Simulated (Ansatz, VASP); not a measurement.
**CdSe: VASP beside Ansatz**

The input INCAR:

```
PREC     = Accurate       # precision mode
ENCUT    = 520            # plane-wave cutoff, eV
EDIFF    = 1E-6           # SCF threshold, eV
ISMEAR   = -1             # smearing method
SIGMA    = 0.02           # smearing width, eV
LREAL    = F              # projectors in reciprocal space
LASPH    = T              # aspherical terms in the spheres
NELM     = 100            # most SCF steps
ALGO     = Normal         # electronic algorithm
ISIF     = 2              # what is computed and relaxed
LWAVE    = F              # write WAVECAR
LCHARG   = F              # write CHGCAR
GGA      = PE             # functional
NBANDS   = 16             # bands
```

The input KPOINTS:

```
Automatic mesh
0
Gamma
  8 8 8
```

File POSCAR:

```
CdSe
1.0
    0.0000000000      3.0677809692      3.0677809692
    3.0677809692      0.0000000000      3.0677809692
    3.0677809692      3.0677809692      0.0000000000
Cd Se
1 1
Direct
    0.0000000000      0.0000000000      0.0000000000
    0.2500000000      0.2500000000      0.2500000000
```

Input for Ansatz:

```yaml
crystal:
  lattice:
    - [0.0, 3.0677809692, 3.0677809692]
    - [3.0677809692, 0.0, 3.0677809692]
    - [3.0677809692, 3.0677809692, 0.0]
  atoms:
    - { symbol: Cd, position: [0.0, 0.0, 0.0] }
    - { symbol: Se, position: [0.25, 0.25, 0.25] }
kpoints:
  mp_grid: { grid: [8, 8, 8] }
  band_path:
    path:
      - [[0.0, 0.0, 0.0], [-0.5, -0.5, -1.137737627792e-33], [-0.375, -0.375, 0.25]]
      - [[-0.375, -1.455782054118e-17, 0.375], [0.0, 0.0, 0.0], [-9.70521369412e-18, -9.70521369412e-18, 0.5], [-0.5, -0.25, 0.25], [-0.5, -0.5, -1.137737627792e-33]]
    npoints: 10
hamiltonian:
  xc: pbe
scf:
  occupations: { method: fermi_dirac, width: 0.02 }
  n_extra_bands: 4
output:
  forces: true
  stress: true
  eigenvalues: true
```

Alike in both runs: task single point; functional PBE; k mesh 8 × 8 × 8; occupations fermi-dirac, width 0.02 eV; no spin polarisation.

|  | VASP | Ansatz |
| --- | --- | --- |
| version | VASP 6.6.1 | Ansatz 0.2.0 |
| potentials or method | VASP PAW PBE potentials, release 64 (Cd, Se) | plane waves, PAW |
| plane-wave cutoff (eV) | 520 | 420 |
| valence electrons in the cell | 18 | 36 |

Ansatz gave:

```
pressure (GPa) : 1.4
```

Which values does VASP return?

Pressure (GPa): 1.7.

With one functional, cell and mesh, what is left measures potentials, basis and numerics. VASP's potentials hold 18 valence electrons a cell and Ansatz's 36, so a difference there can come from the potentials and not from the codes.
